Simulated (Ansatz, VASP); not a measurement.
# MnCo2N2 in VASP and in Ansatz

The input INCAR:

```
SYSTEM = MnCo2N2
PREC = Accurate
ENCUT = 520
EDIFF = 1E-6
ISMEAR = -1
SIGMA = 0.05
LREAL = .False.
LASPH = .True.
NELM = 150
ALGO = Normal
ISIF = 2
LWAVE = .False.
LCHARG = .True.
ISPIN = 2
MAGMOM = 2 2 4 0 0
LORBIT = 11
LMAXMIX = 4
GGA = PE
LELF = .True.
LVHAR = .True.
NBANDS = 32
```

File KPOINTS:

```
regular mesh
0
Gamma
  11 11 4
  0 0 0
```

Contents of POSCAR:

```
MnCo2N2
1.0
    2.8779217701      0.0000000000      0.0000000000
   -1.4389608851      2.4923533630      0.0000000000
    0.0000000000      0.0000000000      6.4526060264
Co Mn N
2 1 2
Direct
    0.3333333333      0.6666666667      0.8356380000
    0.6666666667      0.3333333333      0.1643620000
    0.0000000000      0.0000000000      0.5000000000
    0.3333333333      0.6666666667      0.3046360000
    0.6666666667      0.3333333333      0.6953640000
```

Contents of input.yaml:

```yaml
crystal:
  lattice:
    - [2.8779217701, 0.0, 0.0]
    - [-1.4389608851, 2.492353363, 0.0]
    - [0.0, 0.0, 6.4526060264]
  atoms:
    - { symbol: Co, position: [0.3333333333, 0.6666666667, 0.835638], spin: 2.0 }
    - { symbol: Co, position: [0.6666666667, 0.3333333333, 0.164362], spin: 2.0 }
    - { symbol: Mn, position: [0.0, 0.0, 0.5], spin: 4.0 }
    - { symbol: "N", position: [0.3333333333, 0.6666666667, 0.304636] }
    - { symbol: "N", position: [0.6666666667, 0.3333333333, 0.695364] }
hamiltonian:
  xc: pbe
  pseudopotentials: { kind: paw }
magnetization:
  spin_polarized: true
kpoints:
  mp_grid: { grid: [11, 11, 4] }
scf:
  occupations: { method: fermi_dirac, width: 0.05 }
output:
  forces: true
  stress: true
  eigenvalues: true
```

Alike in both runs: task single point; functional PBE; k mesh 11 × 11 × 4; occupations fermi-dirac, width 0.05 eV; collinear spin.

|  | VASP | Ansatz |
| --- | --- | --- |
| version | VASP 6.6.1 | Ansatz 0.2.0 |
| potentials or method | VASP PAW PBE potentials, release 64 (Co, Mn_pv, N) | Ansatz PAW |
| plane-wave cutoff (eV) | 520 | 420 |
| valence electrons in the cell | 41 | 59 |

Ansatz gave:

```
gap on the k mesh at the Fermi level (eV)                     : none
pressure (GPa)                                                : -2.7
traceless stress, the component that is largest in VASP (GPa) : 0.17
rms of the force components (eV/Å)                            : 0.041
net moment per atom (μB)                                      : 0.73
size of the moment on the site where the two differ most (μB) : 2.55
```

Q: What did VASP give for the same quantities?

A: gap on the k mesh at the Fermi level (eV): none; pressure (GPa): -2.4; traceless stress, the component that is largest in VASP (GPa): -0.08; rms of the force components (eV/Å): 0.036; net moment per atom (μB): 0.72; size of the moment on the site where the two differ most (μB): 2.77.

Site moments also hang on the region over which each program counts them. Atom by atom the forces differ by 0.010 eV/Å (rms over components). A gap of «none» marks a metal or a gap that the smearing closes. With one functional, cell and mesh, what is left measures potentials, basis and numerics. VASP's potentials hold 41 valence electrons a cell and Ansatz's 59, so a difference there can come from the potentials and not from the codes.
